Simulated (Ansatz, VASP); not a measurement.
# Two plane-wave programs on GdN

```
CELL_PARAMETERS angstrom
0.00000 2.50099 2.50099
2.50099 0.00000 2.50099
2.50099 2.50099 0.00000
ATOMIC_POSITIONS crystal
Gd 0.50000 0.50000 0.50000
N 0.00000 0.00000 0.00000
```

Alike in both runs: functional PBE; k mesh 14 × 14 × 14; occupations gaussian, width 0.1 eV; collinear spin; Hubbard terms Gd f U = 6.0 eV.

Ansatz relaxed the structure, and its values are those at the end. VASP's run is a single point on that final structure, the one shown.

```csv
,VASP,Ansatz
version,VASP 6.6.1,Ansatz 0.2.0
potentials or method,"VASP PAW PBE potentials, release 64 (Gd, N), cutoff 520 eV","scalar-relativistic, plane waves, PAW"
valence electrons in the cell,23,23
```

```tsv
	VASP	Ansatz	Ansatz less VASP
gap on the k mesh at the Fermi level (eV)	none	none	-
pressure (GPa)	0.3	0.0	-0.30
net moment per atom (μB)	3.50	3.50	0.000
size of the moment on the site where the two differ most (μB)	6.87	6.94	+0.065
```

Site moments also hang on the region over which each program counts them. The programs project onto different local orbitals, so the same U acts differently, and such runs can settle in different states. A gap of «none» marks a metal or a gap that the smearing closes. Ansatz's warnings: filled band counts differ across k points.

Neither program's run includes spin-orbit coupling.
